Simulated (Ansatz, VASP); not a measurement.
# Two plane-wave programs on MgO

```
Mg O
1.0
     3.43650    0.00000    0.00000
    -1.71825    2.97610    0.00000
     0.00000    0.00000    4.12480
Mg O
2 2
Direct
  0.66667 0.33333 0.75000
  0.33333 0.66667 0.25000
  0.66667 0.33333 0.25000
  0.33333 0.66667 0.75000
```

Alike in both runs: task single point; functional PBEsol; k mesh 9 × 9 × 6; occupations gaussian, width 0.05 eV; no spin polarisation.

```csv
,VASP,Ansatz
version,VASP 6.6.1,Ansatz 0.2.0
potentials or method,"VASP PAW PBE potentials, release 64 (Mg, O), cutoff 520 eV","scalar-relativistic, plane waves, PAW"
valence electrons in the cell,16,32
```

Ansatz gave:

- gap on the k mesh at the Fermi level (eV): 3.53
- least direct gap on the mesh (eV): 3.53
- pressure (GPa): 7.3
- traceless stress, the component that is largest in VASP (GPa): 0.38

Q: What did VASP give for the same quantities?

A: gap on the k mesh at the Fermi level (eV): 3.52; least direct gap on the mesh (eV): 3.52; pressure (GPa): 6.9; traceless stress, the component that is largest in VASP (GPa): 0.28.

VASP's potentials were made for PBE, not for PBEsol, and Ansatz warns of the same on its side. VASP's potentials hold 16 valence electrons a cell and Ansatz's 32, so a difference there can come from the potentials and not from the codes.
